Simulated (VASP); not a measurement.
A run of VASP 6.6.1 is set up as follows.

INCAR

```
SYSTEM = Cr
  PREC = Accurate
  ENCUT = 520
  EDIFF = 1E-6
  ISMEAR = -1
  SIGMA = 0.05
  LREAL = .False.
  LASPH = .True.
  NELM = 150
  ALGO = Normal
  ISIF = 2
  LWAVE = .False.
  LCHARG = .True.
  ISPIN = 2
  MAGMOM = -1.65 1.75
  LORBIT = 11
  NUPDOWN = 0.1
  LMAXMIX = 4
  GGA = PE
  LELF = .True.
  LVHAR = .True.
  NBANDS = 23
```

The input KPOINTS:

```
Automatic mesh
0
Gamma
  11 11 11
  0 0 0
```

The input POSCAR:

```
Cr
1.0
    2.9688993551      0.0000000000      0.0000000000
    0.0000000000      2.9688993551      0.0000000000
    0.0000000000      0.0000000000      2.9688993551
Cr
2
Direct
    0.0000000000      0.0000000000      0.0000000000
    0.5000000000      0.5000000000      0.5000000000
```

Potentials or basis: VASP PAW PBE potentials, release 64 (Cr_pv).

Launch:

```console
$ cat potpaw_PBE.64/Cr_pv/POTCAR > POTCAR
$ mpirun -np 1 vasp_std > vasp.out
```

Problem. What does it give for the pressure?

Solution. -13.4 GPa.

Caveat: the cell stands under tension; the total moment is fixed, so each spin has its own Fermi level.
